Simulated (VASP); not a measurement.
# CsI (P4/mmm) in VASP: further runs, part 2 of 2

VASP 6.6.1.

**4. Single point, PBE (strain +0.0175 x Voigt [0, 0, 1, 0, 0, 0])**

File INCAR:

```
SYSTEM = CsI
ALGO = Normal ; EDIFF = 1E-6
ENCUT = 500 ; GGA = PE
GGA_COMPAT = .False. ; ISIF = 2
ISMEAR = 0 ; LASPH = .True.
LCHARG = .False. ; LREAL = .False.
LWAVE = .False. ; NBANDS = 15
NELM = 120 ; PREC = Accurate
SIGMA = 0.05
```

File KPOINTS:

```
k-points
0
Gamma
  6 6 6
  0 0 0
```

File POSCAR:

```
CsI
1.0
    4.5667000000      0.0000000000      0.0000000000
    0.0000000000      4.5667000000      0.0000000000
    0.0000000000      0.0000000000      4.6466172500
Cs I
1 1
Direct
    0.0000000000      0.0000000000      0.0000000000
    0.5000000000      0.5000000000      0.5000000000
```

Potentials or basis: VASP PAW PBE potentials, release 64 (Cs_sv, I).

On the command line:

```sh
> cat potpaw_PBE.64/Cs_sv/POTCAR potpaw_PBE.64/I/POTCAR > POTCAR
> mpirun -np 1 vasp_std > vasp.out
```

OUTCAR:

```text
SYSTEM = CsI
   EDIFF = 1E-6
   ENCUT = 500
   GGA = PE
   ISIF = 2
   ISMEAR = 0
   LASPH = .True.
   LREAL = .False.
   NELM = 120
   PREC = Accurate

 ion  position               nearest neighbor table
   1  0.000  0.000  0.000-
   2  0.500  0.500  0.500-

  LATTYP: Found a simple tetragonal cell.
 ALAT       =     4.5667000000
 C/A-ratio  =     1.0175000000

  Lattice vectors:

 A1 = (   4.5667000000,   0.0000000000,   0.0000000000)
 A2 = (   0.0000000000,   4.5667000000,   0.0000000000)
 A3 = (   0.0000000000,   0.0000000000,   4.6466172500)

Analysis of symmetry for initial positions (statically):
=====================================================================
 Subroutine PRICEL returns:
 Original cell was already a primitive cell.

 Routine SETGRP: Setting up the symmetry group for a
 simple tetragonal supercell.

 Subroutine GETGRP returns: Found 16 space group operations
 (whereof 16 operations were pure point group operations)
 out of a pool of 16 trial point group operations.

The static configuration has the point symmetry D_4h.

Analysis of symmetry for dynamics (positions and initial velocities):
=====================================================================
 Subroutine PRICEL returns:
 Original cell was already a primitive cell.

 Routine SETGRP: Setting up the symmetry group for a
 simple tetragonal supercell.

 Subroutine GETGRP returns: Found 16 space group operations
 (whereof 16 operations were pure point group operations)
 out of a pool of 16 trial point group operations.

The dynamic configuration has the point symmetry D_4h.

 Subroutine INISYM returns: Found 16 space group operations
 (whereof 16 operations are pure point group operations),
 and found     1 'primitive' translations

----------------------------------------------------------------------------------------

                                     Primitive cell
[... 119 lines left out ...]
   IVDW    =     0    specifies the selected vdW correction
   LEPSILON=     F    determine dielectric tensor
   LRPA    =     F    only Hartree local field effects (RPA)
 non-spin polarized calculation
 Gauss-broadening in eV      SIGMA  =   0.05
  energy-cutoff  :      500.00
  volume of cell :       96.90
 maximum number of plane-waves:      2501
 NGX is ok and might be reduce to    36
   NGX = 17   NGY = 17   NGZ = 17

 number of electron      16.0000002 magnetization

 Free energy of the ion-electron system (eV)
  ---------------------------------------------------
  ext. energy  EPLUGINS =         0.00000000
  ---------------------------------------------------
  free energy    TOTEN  =        -5.43327997 eV

  energy without entropy =       -5.43327997  energy(sigma->0) =       -5.43327997

 E-fermi :   1.0279     XC(G=0):  -7.6945

 val. band max:        0.7364685858   @ k =   0.5000   0.0000   0.5000
 cond. band min:       4.5245559218   @ k =   0.0000   0.0000   0.0000
 fundamental gap:      3.7880873360
 Fermi energy:         1.0278891879

 k-point     1 :       0.0000    0.0000    0.0000
  band No.  band energies     occupation
      1     -19.7025      2.00000
      2      -9.9192      2.00000
      3      -6.4170      2.00000
      4      -6.3989      2.00000
      5      -6.3989      2.00000
      6       0.5707      2.00000
      7       0.6464      2.00000
      8       0.6464      2.00000
      9       4.5246      0.00000
     10       4.9038      0.00000
     11       4.9376      0.00000
     12       8.3940      0.00000
     13       8.3940      0.00000
     14       8.5192      0.00000
[... 401 lines left out ...]
      2      -9.8044      2.00000
      3      -6.7091      2.00000
      4      -6.6380      2.00000
      5      -6.3141      2.00000
      6      -0.3236      2.00000
      7      -0.0014      2.00000
      8       0.6781      2.00000
      9       5.2878      0.00000
     10       5.9289      0.00000
     11       7.1499      0.00000
     12       7.1673      0.00000
     13       8.2899      0.00000
     14       9.6157      0.00000
     15      10.1216      0.00000

 [... further k-points ...]

------------------------ aborting loop because EDIFF is reached ----------------------------------------

  FORCE on cell =-STRESS in cart. coord.  units (eV):
  Direction    XX          YY          ZZ          XY          YZ          ZX
  --------------------------------------------------------------------------------------
  -------------------------------------------------------------------------------------
  Total        0.4003541      0.4003541      0.2153867      0.0000000      0.0000000      0.0000000
  in kB        6.6193144      6.6193144      3.5611279      0.0000000      0.0000000      0.0000000
  external PRESSURE =       5.5999189 kB  Pullay stress =       0.0000000 kB

 VOLUME and BASIS-vectors are now :
 -----------------------------------------------------------------------------
  energy-cutoff  :      500.00
  volume of cell :       96.90
      direct lattice vectors                 reciprocal lattice vectors
     4.566700000  0.000000000  0.000000000     0.218976504  0.000000000  0.000000000
     0.000000000  4.566700000  0.000000000     0.000000000  0.218976504  0.000000000
     0.000000000  0.000000000  4.646617250     0.000000000  0.000000000  0.215210323

 POSITION                                       TOTAL-FORCE (eV/Angst)
 -----------------------------------------------------------------------------------
      0.00000      0.00000      0.00000         0.000000      0.000000      0.000000
      2.28335      2.28335      2.32331         0.000000      0.000000      0.000000
 -----------------------------------------------------------------------------------
    total drift:                                0.000000      0.000000      0.000000

  FREE ENERGIE OF THE ION-ELECTRON SYSTEM (eV)
  ---------------------------------------------------
  free  energy   TOTEN  =        -5.4332799710 eV

  energy  without entropy=       -5.4332799710  energy(sigma->0) =       -5.43327997
```

stdout:

```text
POSCAR found type information on POSCAR CsI
 POSCAR found :  2 types and       2 ions
 scaLAPACK will be used
 LDA part: xc-table for (Slater+PW92), standard interpolation
 POSCAR, INCAR and KPOINTS ok, starting setup
 FFT: planning ... GRIDC
 FFT: planning ... GRID_SOFT
 FFT: planning ... GRID
 WAVECAR not read
 entering main loop
```

Run time: 68 s. Hardware: 1 thread of Intel Xeon 8259CL, shared host; peak memory 0.23 GiB.

Results:

```
Free energy            : -5.4333 eV
Pressure               : 0.6 GPa
Band gap on the k mesh : 3.79 eV (least direct gap 3.88 eV)
```

Levels at points of the mesh, in eV from the valence-band top:
```tsv
k point	band 4	band 5	band 6	band 7	band 8	band 9	band 10	band 11	band 12	band 13
(0.00, 0.00, 0.00)	-7.14	-7.14	-0.17	-0.09	-0.09	3.79	4.17	4.20	7.66	7.66
(0.50, 0.00, 0.00)	-7.09	-7.08	-1.55	-0.32	-0.22	5.19	6.39	6.66	6.80	7.78
(0.50, 0.50, 0.00)	-7.49	-7.05	-0.88	-0.88	-0.07	4.24	4.81	5.98	5.98	9.56
(0.00, 0.00, 0.50)	-7.08	-7.08	-1.54	-0.24	-0.24	5.15	6.37	6.56	6.82	7.89
(0.50, 0.00, 0.50)	-7.46	-7.04	-0.89	-0.85	0.00	4.21	4.93	6.09	6.14	9.29
(0.50, 0.50, 0.50)	-7.40	-7.35	-1.30	-1.30	-1.27	7.04	7.12	7.12	7.66	7.79
```

Caveat: the cell differs from its parent crystal (strain +0.0175 x Voigt [0, 0, 1, 0, 0, 0]); spin-orbit coupling is left out, which moves the levels of the heavy elements.

**5. Overview**

| cell | gap on the mesh (eV) | pressure (GPa) |
| --- | --- | --- |
| a = 4.567, b = 4.567, c = 4.635 Å, 2 atoms | 3.80 | 0.6 |
| a = 4.567, b = 4.567, c = 4.658 Å, 2 atoms | 3.77 | 0.5 |
| a = 4.567, b = 4.567, c = 4.647 Å, 2 atoms | 3.79 | 0.6 |

Alike in all rows: task single point; level PBE; potentials or basis VASP PAW PBE potentials, release 64 (Cs_sv, I); no spin polarisation; k mesh 6 × 6 × 6; cutoff (eV) 500; smearing gaussian 0.05 eV.

Caveats: spin-orbit coupling is left out, which moves the levels of the heavy elements.

Absolute energies hang on the potentials; compare differences alone.
